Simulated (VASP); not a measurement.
# Pt3Pb (R-3m) in VASP: notebook, part 2 of 2

VASP 6.6.1.

## Step 3: Single point, LDA (equal xy, yz and zx shear strains of -1 %)

INCAR reads:

```
ALGO = Normal
EDIFF = 1E-7
ENCUT = 520
GGA = CA
ISIF = 2
ISMEAR = -1
LASPH = True
LCHARG = False
LREAL = False
LWAVE = False
NBANDS = 30
NELM = 60
PREC = Accurate
SIGMA = 0.03
```

KPOINTS reads:

```
k-points
0
Gamma
  9 9 9
```

POSCAR reads:

```
Pt3Pb
1.0
    4.0580000000     -0.0202900000     -0.0202900000
   -0.0202900000      4.0580000000     -0.0202900000
   -0.0202900000     -0.0202900000      4.0580000000
Pt Pb
3 1
Direct
    0.0000000000      0.5000000000      0.5000000000
    0.5000000000      0.0000000000      0.5000000000
    0.5000000000      0.5000000000      0.0000000000
    0.0000000000      0.0000000000      0.0000000000
```

Potentials or basis: VASP PAW LDA potentials, release 64 (Pt, Pb_d).

Launch:

```sh
> cat potpaw_LDA.64/Pt/POTCAR potpaw_LDA.64/Pb_d/POTCAR > POTCAR
> mpirun -np 1 vasp_std > vasp.out
```

Wall time 78 s (1 thread of AMD EPYC 9R14 (Zen 4), shared host); peak memory 0.23 GiB.

Results (log left out):

```yaml
Free_energy: -27.1261 eV
Pressure: -2.2 GPa
Band_gap_on_the_k_mesh: zero (bands 22 and 23 overlap by 0.38 eV)
```

Stress tensor (GPa, compression positive):
```
-2.20  0.59  0.59
 0.59 -2.20  0.59
 0.59  0.59 -2.20
```

Levels at points of the mesh, in eV from the Fermi level:
| k point | band 18 | band 19 | band 20 | band 21 | band 22 | band 23 | band 24 | band 25 | band 26 | band 27 |
| --- | --- | --- | --- | --- | --- | --- | --- | --- | --- | --- |
| (0.00, 0.00, 0.00) | -1.06 | -1.01 | -1.01 | -0.43 | 0.08 | 0.08 | 0.10 | 1.55 | 6.13 | 6.13 |

Caveat: the cell differs from its parent crystal (equal xy, yz and zx shear strains of -1 %); spin-orbit coupling is left out, which moves the levels of the heavy elements.

## Step 4: Single point, LDA (equal xy, yz and zx shear strains of +1 %)

INCAR reads:

```
SYSTEM = Pt3Pb
ALGO = Normal
EDIFF = 1E-6
ENCUT = 520
GGA = CA
ISIF = 2
ISMEAR = -1
LASPH = .True.
LCHARG = .False.
LREAL = .False.
LWAVE = .False.
NBANDS = 30
NELM = 80
PREC = Accurate
SIGMA = 0.03
```

KPOINTS reads:

```
k-points
0
Gamma
  9 9 9
  0 0 0
```

POSCAR reads:

```
Pt3Pb
1.0
    4.0580000000      0.0202900000      0.0202900000
    0.0202900000      4.0580000000      0.0202900000
    0.0202900000      0.0202900000      4.0580000000
Pt Pb
3 1
Direct
    0.0000000000      0.5000000000      0.5000000000
    0.5000000000      0.0000000000      0.5000000000
    0.5000000000      0.5000000000      0.0000000000
    0.0000000000      0.0000000000      0.0000000000
```

Launch:

```sh
> cat potpaw_LDA.64/Pt/POTCAR potpaw_LDA.64/Pb_d/POTCAR > POTCAR
> mpirun -np 1 vasp_std > vasp.out
```

Run time: 73 s. Hardware: 1 thread of AMD EPYC 9R14 (Zen 4), shared host; peak memory 0.22 GiB.

Results (log left out):

- Free energy: -27.1260 eV
- Pressure: -2.2 GPa
- Band gap on the k mesh: zero (bands 22 and 23 overlap by 0.40 eV)

Stress tensor (GPa, compression positive):
```
-2.19 -0.62 -0.62
-0.62 -2.19 -0.62
-0.62 -0.62 -2.19
```

Levels at points of the mesh, in eV from the Fermi level:
| k point | band 20 | band 21 | band 22 | band 23 | band 24 | band 25 |
| --- | --- | --- | --- | --- | --- | --- |
| (0.00, 0.00, 0.00) | -0.99 | -0.43 | 0.09 | 0.09 | 0.09 | 1.56 |

Caveat: the cell differs from its parent crystal (equal xy, yz and zx shear strains of +1 %); spin-orbit coupling is left out, which moves the levels of the heavy elements.

## Step 5: Single point, LDA (equal xy, yz and zx shear strains of +2 %)

INCAR reads:

```
SYSTEM = Pt3Pb
PREC = Accurate ; ENCUT = 520
EDIFF = 1E-6 ; ISMEAR = -1
SIGMA = 0.03 ; LREAL = .False.
LASPH = .True. ; NELM = 80
ALGO = Normal ; ISIF = 2
LWAVE = .False. ; LCHARG = .True.
LELF = .True. ; LVHAR = .True.
NBANDS = 30
```

KPOINTS reads:

```
regular mesh
0
Gamma
  9 9 9
  0 0 0
```

POSCAR reads:

```
Pt3Pb
1.0
    4.0580000000      0.0405800000      0.0405800000
    0.0405800000      4.0580000000      0.0405800000
    0.0405800000      0.0405800000      4.0580000000
Pt Pb
3 1
Direct
    0.0000000000      0.5000000000      0.5000000000
    0.5000000000      0.0000000000      0.5000000000
    0.5000000000      0.5000000000      0.0000000000
    0.0000000000      0.0000000000      0.0000000000
```

Potentials or basis: VASP PAW LDA potentials, release 64 (Pt, Pb_d).

Launch:

```sh
> cat potpaw_LDA.64/Pt/POTCAR potpaw_LDA.64/Pb_d/POTCAR > POTCAR
> mpirun -np 1 vasp_std > vasp.out
```

OUTCAR:

```text
SYSTEM = Pt3Pb
   PREC = Accurate
   ENCUT = 520
   EDIFF = 1E-6
   ISMEAR = -1
   LREAL = .False.
   LASPH = .True.
   NELM = 80
   ISIF = 2

 ion  position               nearest neighbor table
   1  0.000  0.500  0.500-   3 2.84   4 2.84   2 2.84   4 2.84   2 2.84   3 2.84   2 2.90   4 2.90
                             3 2.90   4 2.90   3 2.90   2 2.90
   2  0.500  0.000  0.500-   3 2.84   4 2.84   1 2.84   3 2.84   1 2.84   4 2.84   1 2.90   3 2.90
                             3 2.90   4 2.90   4 2.90   1 2.90
[... 998 lines left out ...]
  --------------------------------------------------------------------------------------
  -------------------------------------------------------------------------------------
  Total       -0.8333740     -0.8333740     -0.8333740     -0.5358173     -0.5358173     -0.5358173
  in kB      -19.9868268    -19.9868268    -19.9868268    -12.8505185    -12.8505185    -12.8505185
  external PRESSURE =     -19.9868268 kB  Pullay stress =       0.0000000 kB

 VOLUME and BASIS-vectors are now :
 -----------------------------------------------------------------------------
  energy-cutoff  :      520.00
  volume of cell :       66.80
      direct lattice vectors                 reciprocal lattice vectors
     4.058000000  0.040580000  0.040580000     0.246475618 -0.002440353 -0.002440353
     0.040580000  4.058000000  0.040580000    -0.002440353  0.246475618 -0.002440353
     0.040580000  0.040580000  4.058000000    -0.002440353 -0.002440353  0.246475618

 POSITION                                       TOTAL-FORCE (eV/Angst)
 -----------------------------------------------------------------------------------
      0.04058      2.04929      2.04929        -0.000000      0.000000     -0.000000
      2.04929      0.04058      2.04929        -0.000000     -0.000000     -0.000000
      2.04929      2.04929      0.04058         0.000000      0.000000      0.000000
      0.00000      0.00000      0.00000         0.000000     -0.000000      0.000000
 -----------------------------------------------------------------------------------
    total drift:                                0.000000      0.000000     -0.000000

  FREE ENERGIE OF THE ION-ELECTRON SYSTEM (eV)
  ---------------------------------------------------
  free  energy   TOTEN  =       -27.1144364228 eV

  energy  without entropy=      -27.1121320981  energy(sigma->0) =      -27.11328426
```

OSZICAR:

```text
N       E                     dE             d eps       ncg     rms          rms(c)
DAV:   1     0.409990436644E+03    0.40999E+03   -0.21306E+04  5116   0.167E+03
DAV:   2     0.444789503837E+01   -0.40554E+03   -0.38200E+03  5486   0.429E+02
DAV:   3    -0.270631954514E+02   -0.31511E+02   -0.30080E+02  5842   0.121E+02
DAV:   4    -0.279896271057E+02   -0.92643E+00   -0.92352E+00  5836   0.197E+01
DAV:   5    -0.280238313985E+02   -0.34204E-01   -0.34200E-01  7150   0.411E+00    0.169E+01
DAV:   6    -0.272355357966E+02    0.78830E+00   -0.18575E+00  5838   0.923E+00    0.868E+00
DAV:   7    -0.271274675507E+02    0.10807E+00   -0.13924E-01  7078   0.428E+00    0.346E+00
DAV:   8    -0.271157278275E+02    0.11740E-01   -0.20584E-02  7170   0.103E+00    0.319E-01
DAV:   9    -0.271144421935E+02    0.12856E-02   -0.60909E-03  6862   0.974E-01    0.388E-02
DAV:  10    -0.271144379822E+02    0.42113E-05   -0.19948E-04  7220   0.189E-01    0.136E-02
DAV:  11    -0.271144363981E+02    0.15841E-05   -0.84231E-06  6958   0.249E-02    0.342E-03
DAV:  12    -0.271144364228E+02   -0.24724E-07   -0.70733E-07  3612   0.753E-03
   1 F= -.27114436E+02 E0= -.27113284E+02  d E =-.230432E-02
```

stdout:

```text
POSCAR found type information on POSCAR PtPb
 POSCAR found :  2 types and       4 ions
 scaLAPACK will be used
 LDA part: xc-table for (Slater(with rela. corr.)+CA(PZ))
 , standard interpolation
 POSCAR, INCAR and KPOINTS ok, starting setup
 FFT: planning ... GRIDC
 FFT: planning ... GRID_SOFT
 FFT: planning ... GRID
 WAVECAR not read
 entering main loop
```

Run time: 80 s. Hardware: 1 thread of AMD EPYC 9R14 (Zen 4), shared host; peak memory 0.22 GiB.

Results:

* Free energy: -27.1144 eV
* Pressure: -2.0 GPa
* Band gap on the k mesh: zero (bands 22 and 23 overlap by 0.44 eV)

Levels at points of the mesh, in eV from the Fermi level:
```csv
k point,band 18,band 19,band 20,band 21,band 22,band 23,band 24,band 25,band 26,band 27
"(0.00, 0.00, 0.00)",-1.04,-1.04,-0.94,-0.43,0.10,0.10,0.11,1.58,6.16,6.16
```

Caveat: the cell differs from its parent crystal (equal xy, yz and zx shear strains of +2 %); spin-orbit coupling is left out, which moves the levels of the heavy elements.

## Step 6: The runs side by side

```tsv
cell	gap on the mesh (eV)	pressure (GPa)
a = 4.058 Å, angles 91.1°, 4 atoms	none	-2.0
a = 4.058 Å, angles 90.6°, 4 atoms	none	-2.2
a = 4.058 Å, angles 89.4°, 4 atoms	none	-2.2
a = 4.058 Å, angles 88.8°, 4 atoms	none	-2.0
```

Alike in all rows: task single point; level LDA; potentials or basis VASP PAW LDA potentials, release 64 (Pt, Pb_d); no spin polarisation; k mesh 9 × 9 × 9; cutoff (eV) 520; smearing fermi-dirac 0.03 eV.

Caveats: spin-orbit coupling is left out, which moves the levels of the heavy elements.

Absolute energies hang on the potentials; compare differences alone.
